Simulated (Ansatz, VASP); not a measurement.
**PtSe2: VASP beside Ansatz**

```
Se Pt
1.0
     3.70704    0.00000    0.00000
    -1.85352    3.21039    0.00000
     0.00000    0.00000   22.79816
Se Pt
4 2
Direct
  0.66667 0.33333 0.19738
  0.33333 0.66667 0.31358
  0.50000 0.00000 0.46754
  0.83333 0.66667 0.58374
  0.00000 0.00000 0.25548
  0.16667 0.33333 0.52564
```

Alike in both runs: task single point; functional PBE; dispersion D3(BJ); k mesh 9 × 9 × 1; occupations gaussian, width 0.05 eV; no spin polarisation.

|  | VASP | Ansatz |
| --- | --- | --- |
| version | VASP 6.6.1 | Ansatz 0.2.0 |
| potentials or method | VASP PAW PBE potentials, release 64 (Se, Pt), cutoff 520 eV | scalar-relativistic, plane waves, PAW |
| valence electrons in the cell | 44 | 100 |

|  | VASP | Ansatz | Ansatz less VASP |
| --- | --- | --- | --- |
| gap on the k mesh at the Fermi level (eV) | 0.92 | 0.93 | +0.009 |
| least direct gap on the mesh (eV) | 1.11 | 1.12 | +0.009 |
| rms of the force components (eV/Å) | 0.031 | 0.031 | +0.0001 |

VASP's potentials hold 44 valence electrons a cell and Ansatz's 100, so a difference there can come from the potentials and not from the codes.

Spin-orbit coupling is off throughout.
